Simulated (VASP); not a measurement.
# Ru (C2/m) in VASP: a series of runs, part 2 of 2

VASP 6.6.1. The steps go on from the part before.

### Step 4. Single point, PBE (shortest bond scaled by 0.7)

Contents of INCAR:

```
SYSTEM = Ru
PREC     = Accurate       ! precision mode
ENCUT    = 520            ! plane-wave cutoff, eV
EDIFF    = 1E-6           ! SCF threshold, eV
ISMEAR   = -1             ! smearing method
SIGMA    = 0.05           ! smearing width, eV
LREAL    = .False.        ! projectors in reciprocal space
LASPH    = .True.         ! aspherical terms in the spheres
NELM     = 60             ! most SCF steps
ALGO     = Normal         ! electronic algorithm
ISIF     = 2              ! what is computed and relaxed
LWAVE    = .False.        ! write WAVECAR
LCHARG   = .False.        ! write CHGCAR
GGA      = PE             ! functional
NBANDS   = 21             ! bands
```

Contents of KPOINTS:

```
Automatic mesh
0
Gamma
  13 13 7
  0 0 0
```

Contents of POSCAR:

```
Ru
1.0
    2.7058000000      0.0000000000      0.0000000000
   -1.3529000000      2.3432915376      0.0000000000
    0.0000000000      0.0000000000      4.2819000000
Ru
2
Direct
    0.2333333333      0.6166666667      0.1750000000
    0.7666666667      0.3833333333      0.8250000000
```

Potentials or basis: VASP PAW PBE potentials, release 64 (Ru_pv).

Run with:

```
> cat potpaw_PBE.64/Ru_pv/POTCAR > POTCAR
> mpirun -np 1 vasp_std > vasp.out
```

OUTCAR:

```text
SYSTEM = Ru
   PREC = Accurate
   ENCUT = 520
   EDIFF = 1E-6
   ISMEAR = -1
   LREAL = .False.
   LASPH = .True.
   NELM = 60
   ISIF = 2
   GGA = PE

 ion  position               nearest neighbor table
   1  0.233  0.617  0.175-   2 1.86   2 2.37   2 2.37   2 2.99   2 3.28   2 3.28   2 3.34   2 3.34

   2  0.767  0.383  0.825-   1 1.86   1 2.37   1 2.37   1 2.99   1 3.28   1 3.28   1 3.34   1 3.34

  LATTYP: Found a hexagonal cell.
 ALAT       =     2.7058000000
 C/A-ratio  =     1.5824894671

  Lattice vectors:

 A1 = (   2.7058000000,   0.0000000000,   0.0000000000)
 A2 = (  -1.3529000000,   2.3432915376,   0.0000000000)
 A3 = (   0.0000000000,   0.0000000000,   4.2819000000)

Analysis of symmetry for initial positions (statically):
=====================================================================
 Subroutine PRICEL returns:
 Original cell was already a primitive cell.

 Routine SETGRP: Setting up the symmetry group for a
 hexagonal supercell.

 Subroutine GETGRP returns: Found  4 space group operations
[... 159 lines left out ...]
  ---------------------------------------------------
  free energy    TOTEN  =       -12.49581297 eV

  energy without entropy =      -12.47693253  energy(sigma->0) =      -12.48637275

 E-fermi :  13.3989     XC(G=0): -13.8090

 val. band max:       13.3985596756   @ k =   0.3077   0.3077   0.4286
 cond. band min:      13.4078415808   @ k =  -0.2308   0.1538   0.1429
 fundamental gap:      0.0092819053
 Fermi energy:        13.3989287730

 k-point     1 :       0.0000    0.0000    0.0000
  band No.  band energies     occupation
      1     -33.5828      2.00000
      2     -30.1231      2.00000
      3     -30.0805      2.00000
      4     -29.9146      2.00000
      5     -29.6989      2.00000
      6     -28.4465      2.00000
[... 565 lines left out ...]
     20      23.5816      0.00000
     21      23.6404      0.00000

 [... further k-points ...]

------------------------ aborting loop because EDIFF is reached ----------------------------------------

  FORCE on cell =-STRESS in cart. coord.  units (eV):
  Direction    XX          YY          ZZ          XY          YZ          ZX
  --------------------------------------------------------------------------------------
  -------------------------------------------------------------------------------------
  Total       21.4627747     11.5779057     28.2018261      8.5605477      6.9671996     12.0675427
  in kB     1266.5954160    683.2537936   1664.2910430    505.1886641    411.1594693    712.1490312
  external PRESSURE =    1204.7134176 kB  Pullay stress =       0.0000000 kB

 VOLUME and BASIS-vectors are now :
 -----------------------------------------------------------------------------
  energy-cutoff  :      520.00
  volume of cell :       27.15
      direct lattice vectors                 reciprocal lattice vectors
     2.705800000  0.000000000  0.000000000     0.369576465  0.213375072  0.000000000
    -1.352900000  2.343291538  0.000000000     0.000000000  0.426750144  0.000000000
     0.000000000  0.000000000  4.281900000     0.000000000  0.000000000  0.233541185

 POSITION                                       TOTAL-FORCE (eV/Angst)
 -----------------------------------------------------------------------------------
     -0.20294      1.44503      0.74933         8.209691      4.739867     20.458082
      1.55584      0.89826      3.53257        -8.209691     -4.739867    -20.458082
 -----------------------------------------------------------------------------------
    total drift:                                0.000000     -0.000000      0.000000

  FREE ENERGIE OF THE ION-ELECTRON SYSTEM (eV)
  ---------------------------------------------------
  free  energy   TOTEN  =       -12.4958129739 eV

  energy  without entropy=      -12.4769325287  energy(sigma->0) =      -12.48637275
```

OSZICAR:

```text
N       E                     dE             d eps       ncg     rms          rms(c)
DAV:   1     0.303583771970E+03    0.30358E+03   -0.17775E+04 13524   0.149E+03
DAV:   2    -0.690689987690E+01   -0.31049E+03   -0.30077E+03 13944   0.452E+02
DAV:   3    -0.132566564327E+02   -0.63498E+01   -0.63147E+01 15989   0.732E+01
DAV:   4    -0.133062398924E+02   -0.49583E-01   -0.49519E-01 16749   0.614E+00
DAV:   5    -0.133067974150E+02   -0.55752E-03   -0.55417E-03 15275   0.608E-01    0.398E+01
DAV:   6    -0.126102474912E+02    0.69655E+00   -0.11542E+00 15314   0.112E+01    0.200E+01
DAV:   7    -0.125040216303E+02    0.10623E+00   -0.48988E-01 15424   0.626E+00    0.252E+00
DAV:   8    -0.124959756047E+02    0.80460E-02   -0.63856E-02 14654   0.299E+00    0.387E-01
DAV:   9    -0.124957852204E+02    0.19038E-03   -0.11001E-03 15795   0.424E-01    0.130E-01
DAV:  10    -0.124958162471E+02   -0.31027E-04   -0.45827E-05 15270   0.741E-02    0.302E-02
DAV:  11    -0.124958136779E+02    0.25692E-05   -0.87263E-06 15201   0.297E-02    0.988E-03
DAV:  12    -0.124958129739E+02    0.70404E-06   -0.76586E-07  9002   0.945E-03
   1 F= -.12495813E+02 E0= -.12486373E+02  d E =-.188804E-01
```

stdout:

```text
POSCAR found type information on POSCAR Ru
 POSCAR found :  1 types and       2 ions
 scaLAPACK will be used
 LDA part: xc-table for (Slater+PW92), standard interpolation
 POSCAR, INCAR and KPOINTS ok, starting setup
 FFT: planning ... GRIDC
 FFT: planning ... GRID_SOFT
 FFT: planning ... GRID
 WAVECAR not read
 entering main loop
```

Run time: 2.6 min. Hardware: 1 thread of AMD EPYC 7R43 (Zen 3), shared host; peak memory 0.21 GiB.

Results:

```yaml
Free_energy: -12.4958 eV
Pressure: 120.5 GPa
Largest_force: 22.548 eV/Å
Band_gap_on_the_k_mesh: zero (band 14 reaches 14.27 eV, above the bottom of band 15 at 12.49 eV)
```

Forces in eV/Å, atoms in the order of the input:
```
Ru    8.210   4.740  20.458
Ru   -8.210  -4.740 -20.458
```

Stress tensor (GPa, compression positive):
```
126.66  50.52  71.21
 50.52  68.33  41.12
 71.21  41.12 166.43
```

Caveat: the cell differs from its parent crystal (shortest bond scaled by 0.7); forces of over 1 eV/Å act on the atoms, so gaps and moduli don't describe the material at rest.

### Step 5. Single point, PBE (shortest bond scaled by 0.64)

Contents of INCAR:

```
ALGO = Normal
EDIFF = 1E-6
ENCUT = 520
GGA = PE
ISIF = 2
ISMEAR = -1
LASPH = T
LCHARG = F
LREAL = F
LWAVE = F
NBANDS = 21
NELM = 80
PREC = Accurate
SIGMA = 0.05
```

Contents of KPOINTS:

```
k-points
0
Gamma
  13 13 7
```

Contents of POSCAR:

```
Ru
1.0
    2.7058000000      0.0000000000      0.0000000000
   -1.3529000000      2.3432915376      0.0000000000
    0.0000000000      0.0000000000      4.2819000000
Ru
2
Direct
    0.2133333333      0.6066666667      0.1600000000
    0.7866666667      0.3933333333      0.8400000000
```

Potentials or basis: VASP PAW PBE potentials, release 64 (Ru_pv).

Run with:

```
> cat potpaw_PBE.64/Ru_pv/POTCAR > POTCAR
> mpirun -np 1 vasp_std > vasp.out
```

OUTCAR:

```text
EDIFF = 1E-6
   ENCUT = 520
   GGA = PE
   ISIF = 2
   ISMEAR = -1
   LASPH = T
   LREAL = F
   NELM = 80
   PREC = Accurate

 ion  position               nearest neighbor table
   1  0.213  0.607  0.160-   2 1.70   2 2.35   2 2.35   2 3.08   2 3.19   2 3.19
   2  0.787  0.393  0.840-   1 1.70   1 2.35   1 2.35   1 3.08   1 3.19   1 3.19

  LATTYP: Found a hexagonal cell.
 ALAT       =     2.7058000000
 C/A-ratio  =     1.5824894671

[... 760 lines left out ...]
     21      23.8429      0.00000

 [... further k-points ...]

------------------------ aborting loop because EDIFF is reached ----------------------------------------

  FORCE on cell =-STRESS in cart. coord.  units (eV):
  Direction    XX          YY          ZZ          XY          YZ          ZX
  --------------------------------------------------------------------------------------
  -------------------------------------------------------------------------------------
  Total       32.6584657     17.4316926     43.9368515     13.1867723     12.1210134     20.9942090
  in kB     1927.2933480   1028.7067837   2592.8714034    778.1987922    715.3045335   1238.9436744
  external PRESSURE =    1849.6238450 kB  Pullay stress =       0.0000000 kB

 VOLUME and BASIS-vectors are now :
 -----------------------------------------------------------------------------
  energy-cutoff  :      520.00
  volume of cell :       27.15
      direct lattice vectors                 reciprocal lattice vectors
     2.705800000  0.000000000  0.000000000     0.369576465  0.213375072  0.000000000
    -1.352900000  2.343291538  0.000000000     0.000000000  0.426750144  0.000000000
     0.000000000  0.000000000  4.281900000     0.000000000  0.000000000  0.233541185

 POSITION                                       TOTAL-FORCE (eV/Angst)
 -----------------------------------------------------------------------------------
     -0.24352      1.42160      0.68510        15.659885      9.041239     33.715021
      1.59642      0.92169      3.59680       -15.659885     -9.041239    -33.715021
 -----------------------------------------------------------------------------------
    total drift:                                0.000000      0.000000      0.000000

  FREE ENERGIE OF THE ION-ELECTRON SYSTEM (eV)
  ---------------------------------------------------
  free  energy   TOTEN  =        -7.8649203781 eV

  energy  without entropy=       -7.8512246652  energy(sigma->0) =       -7.85807252
```

It took 2.3 min on 1 thread of AMD EPYC 7R43 (Zen 3), shared host; peak memory 0.21 GiB.

Results:

```
Free energy            : -7.8649 eV
Pressure               : 185.0 GPa
Largest force          : 38.258 eV/Å
Band gap on the k mesh : zero (band 14 reaches 14.52 eV, above the bottom of band 15 at 12.69 eV)
```

Forces in eV/Å, atoms in the order of the input:
```
Ru   15.660   9.041  33.715
Ru  -15.660  -9.041 -33.715
```

Stress tensor (GPa, compression positive):
```
192.73  77.82 123.89
 77.82 102.87  71.53
123.89  71.53 259.29
```

Caveat: the cell differs from its parent crystal (shortest bond scaled by 0.64); forces of over 1 eV/Å act on the atoms, so gaps and moduli don't describe the material at rest.

### Step 6. Single point, PBE (shortest bond scaled by 0.58)

Contents of INCAR:

```
SYSTEM = Ru
ALGO = Normal ; EDIFF = 1E-6
ENCUT = 520 ; GGA = PE
ISIF = 2 ; ISMEAR = -1
LASPH = .TRUE. ; LCHARG = .FALSE.
LREAL = .FALSE. ; LWAVE = .FALSE.
NBANDS = 21 ; NELM = 80
PREC = Accurate ; SIGMA = 0.05
```

Contents of KPOINTS:

```
k-points
0
G
  13 13 7
  0 0 0
```

Contents of POSCAR:

```
Ru
1.0
    2.7058000000      0.0000000000      0.0000000000
   -1.3529000000      2.3432915376      0.0000000000
    0.0000000000      0.0000000000      4.2819000000
Ru
2
Direct
    0.1933333333      0.5966666667      0.1450000000
    0.8066666667      0.4033333333      0.8550000000
```

Potentials or basis: VASP PAW PBE potentials, release 64 (Ru_pv).

Run with:

```
> cat potpaw_PBE.64/Ru_pv/POTCAR > POTCAR
> mpirun -np 1 vasp_std > vasp.out
```

Wall time 2.2 min (1 thread of AMD EPYC 7R43 (Zen 3), shared host); peak memory 0.21 GiB.

The run converged. Its results:

- Free energy: 0.3559 eV
- Pressure: 282.0 GPa
- Largest force: 69.539 eV/Å
- Band gap on the k mesh: zero (band 14 reaches 14.48 eV, above the bottom of band 15 at 12.48 eV)

Forces on the atoms (eV/Å):
```
Ru   31.102  17.957  59.548
Ru  -31.102 -17.957 -59.548
```

Stress tensor (GPa, compression positive):
```
278.93 117.28 224.93
117.28 143.51 129.87
224.93 129.87 423.49
```

Levels at points of the mesh, in eV from the Fermi level:
| k point | band 11 | band 12 | band 13 | band 14 | band 15 | band 16 | band 17 | band 18 |
| --- | --- | --- | --- | --- | --- | --- | --- | --- |
| (0.00, 0.00, 0.00) | -6.16 | -4.50 | -4.37 | 0.16 | 0.90 | 1.37 | 2.88 | 6.23 |

Caveat: the cell differs from its parent crystal (shortest bond scaled by 0.58); forces of over 1 eV/Å act on the atoms, so gaps and moduli don't describe the material at rest.
